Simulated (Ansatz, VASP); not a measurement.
# InSe in VASP and in Ansatz

```
Se In
1.0
     4.02661    0.00000    0.00000
    -2.01331    3.48715    0.00000
     0.00000    0.00000   28.27071
Se In
4 4
Direct
  0.00000 0.00000 0.15918
  0.00000 0.00000 0.34967
  0.00000 0.44444 0.47382
  0.00000 0.44444 0.66432
  0.66667 0.33333 0.20500
  0.66667 0.33333 0.30385
  0.33333 0.11111 0.51965
  0.33333 0.11111 0.61849
```

Alike in both runs: task single point; functional PBE; dispersion D3(BJ); k mesh 9 × 9 × 1; occupations gaussian, width 0.05 eV; no spin polarisation.

|  | VASP | Ansatz |
| --- | --- | --- |
| version | VASP 6.6.1 | Ansatz 0.2.0 |
| potentials or method | VASP PAW PBE potentials, release 64 (Se, In_d), cutoff 520 eV | scalar-relativistic, plane waves, PAW |
| valence electrons in the cell | 76 | 116 |

```tsv
	VASP	Ansatz	Ansatz less VASP
gap on the k mesh at the Fermi level (eV)	1.20	1.21	+0.010
least direct gap on the mesh (eV)	1.25	1.26	+0.009
rms of the force components (eV/Å)	0.021	0.018	-0.0027
```

VASP's potentials hold 76 valence electrons a cell and Ansatz's 116, so a difference there can come from the potentials and not from the codes.
